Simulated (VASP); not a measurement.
A run of VASP 6.6.1:

INCAR

```
SYSTEM = TiO2
  PREC = Accurate
  ENCUT = 600
  EDIFF = 1E-7
  ISMEAR = 0
  SIGMA = 0.02
  LREAL = .False.
  LASPH = .True.
  NELM = 80
  ALGO = Normal
  ISIF = 3
  LWAVE = .False.
  LCHARG = .False.
  GGA = PE
  IVDW = 12
  IBRION = 2
  NSW = 100
  EDIFFG = -0.01
```

The input KPOINTS:

```
regular mesh
0
Gamma
  8 8 6
  0 0 0
```

POSCAR

```
TiO2
1.0
    4.4976516119     -1.4939156188      0.0000000000
    4.4976516119      1.4939156188      0.0000000000
   -0.8826905832      0.0000000000      5.0841280939
Ti O
2 4
Direct
    0.2734349950      0.2734349950      0.2622832458
    0.7265650050      0.7265650050      0.7377167542
    0.6430626077      0.6430626077      0.3816225654
    0.1390838937      0.1390838937      0.8855498415
    0.3569373923      0.3569373923      0.6183774346
    0.8609161063      0.8609161063      0.1144501585
```

Potentials or basis: VASP PAW PBE potentials, release 64 (Ti_sv, O).

The run is started by

```bash
$ cat potpaw_PBE.64/Ti_sv/POTCAR potpaw_PBE.64/O/POTCAR > POTCAR
$ mpirun -np 1 vasp_std > vasp.out
```

Hardware: 1 thread of Intel Xeon 8259CL, on a shared host.

Q: Estimate the wall time of this run.

A: Wall time 95 min on 1 thread of Intel Xeon 8259CL, with other jobs on the host, peak memory 0.42 GiB. Counts: scf iterations 135, k points 114, ion steps 16.
